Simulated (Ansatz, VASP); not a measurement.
CuO: VASP beside Ansatz

File INCAR:

```
PREC = Accurate
ENCUT = 520
EDIFF = 1E-6
ISMEAR = -1
SIGMA = 0.05
LREAL = False
LASPH = True
NELM = 100
ALGO = Normal
ISIF = 2
LWAVE = False
LCHARG = True
GGA = PE
LELF = True
LVHAR = True
NBANDS = 16
```

The input KPOINTS:

```
regular mesh
0
Gamma
  16 16 16
```

The input POSCAR:

```
CuO
1.0
    0.0000000000      2.2165655752      2.2618016073
    2.2165655752      0.0000000000      2.2618016073
    2.2165655752      2.2165655752      0.0000000000
Cu O
1 1
Direct
    0.0000000000      0.0000000000      0.0000000000
    0.2500000000      0.2500000000      0.2500000000
```

Input for Ansatz:

```yaml
crystal:
  lattice:
    - [0.0, 2.2165655752, 2.2618016073]
    - [2.2165655752, 0.0, 2.2618016073]
    - [2.2165655752, 2.2165655752, 0.0]
  atoms:
    - { symbol: Cu, position: [0.0, 0.0, 0.0] }
    - { symbol: O, position: [0.25, 0.25, 0.25] }
kpoints:
  mp_grid: { grid: [16, 16, 16] }
scf:
  occupations: { method: fermi_dirac, width: 0.05 }
hamiltonian:
  xc: pbe
  pseudopotentials: { kind: all_electron, lapw: { basis_error: 0.001 } }
output:
  forces: true
  stress: true
  eigenvalues: true
```

Change from the starting cell: x and y stretched by -2 %, z held.

Alike in both runs: task single point; functional PBE; k mesh 16 × 16 × 16; occupations fermi-dirac, width 0.05 eV; no spin polarisation.

|  | VASP | Ansatz |
| --- | --- | --- |
| version | VASP 6.6.1 | Ansatz 0.2.0 |
| potentials or method | VASP PAW PBE potentials, release 64 (Cu, O), cutoff 520 eV | all-electron LAPW, scalar-relativistic |

Ansatz gave:

* pressure (GPa): 6.1
* traceless stress, the component that is largest in VASP (GPa): -0.14

Question: What did VASP give for the same quantities?

Answer: Pressure (GPa): 6.8; traceless stress, the component that is largest in VASP (GPa): -0.12.

Ansatz ran all-electron here, and VASP with PAW potentials.
